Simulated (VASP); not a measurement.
Input of a VASP 6.6.1 run:

The input INCAR:

```
SYSTEM = C
ALGO = Normal
DIPOL = 0.5 0.5 0.500
EDIFF = 1E-6
ENCUT = 520
GGA = PS
IDIPOL = 3
ISIF = 2
ISMEAR = 0
LASPH = .True.
LCHARG = .False.
LDIPOL = .True.
LREAL = .False.
LWAVE = .False.
NBANDS = 36
NELM = 100
PREC = Accurate
SIGMA = 0.05
```

The input KPOINTS:

```
k-points
0
Gamma
  12 12 1
  0 0 0
```

File POSCAR:

```
C
1.0
    2.5129226041      0.0000000000      0.0000000000
   -1.2564613021      2.1762548129      0.0000000000
    0.0000000000      0.0000000000     25.7719117505
C
12
Direct
    0.3333333333      0.6666666667      0.2910144995
    0.0000000000      0.0000000000      0.3109178805
    0.0000000000      0.0000000000      0.3706280235
    0.6666666667      0.3333333333      0.3905314045
    0.6666666667      0.3333333333      0.4502415475
    0.3333333333      0.6666666667      0.4701449285
    0.3333333333      0.6666666667      0.5298550715
    0.0000000000      0.0000000000      0.5497584525
    0.0000000000      0.0000000000      0.6094685955
    0.6666666667      0.3333333333      0.6293719765
    0.6666666667      0.3333333333      0.6890821195
    0.3333333333      0.6666666667      0.7089855005
```

Potentials or basis: VASP PAW PBE potentials, release 64 (C).

The run is started by

```sh
$ cat potpaw_PBE.64/C/POTCAR > POTCAR
$ mpirun -np 1 vasp_std > vasp.out
```

**Question.** Estimate the largest force.

**Answer.** 4.733 eV/Å.

**Question.** Estimate the band gap on the k mesh.

**Answer.** Zero (bands 24 and 25 overlap by 0.17 eV).

Forces in eV/Å, atoms in the order of the input:
```
C    0.000  0.000  4.102
C    0.000  0.000 -4.733
C    0.000  0.000  0.833
C    0.000  0.000 -0.389
C    0.000  0.000  0.203
C    0.000  0.000 -0.122
C    0.000  0.000  0.122
C    0.000  0.000 -0.203
C    0.000  0.000  0.389
C    0.000  0.000 -0.833
C    0.000  0.000  4.733
C    0.000  0.000 -4.102
```

Caveat: the PAW data sets were made with another functional, which shifts forces and pressure a little.
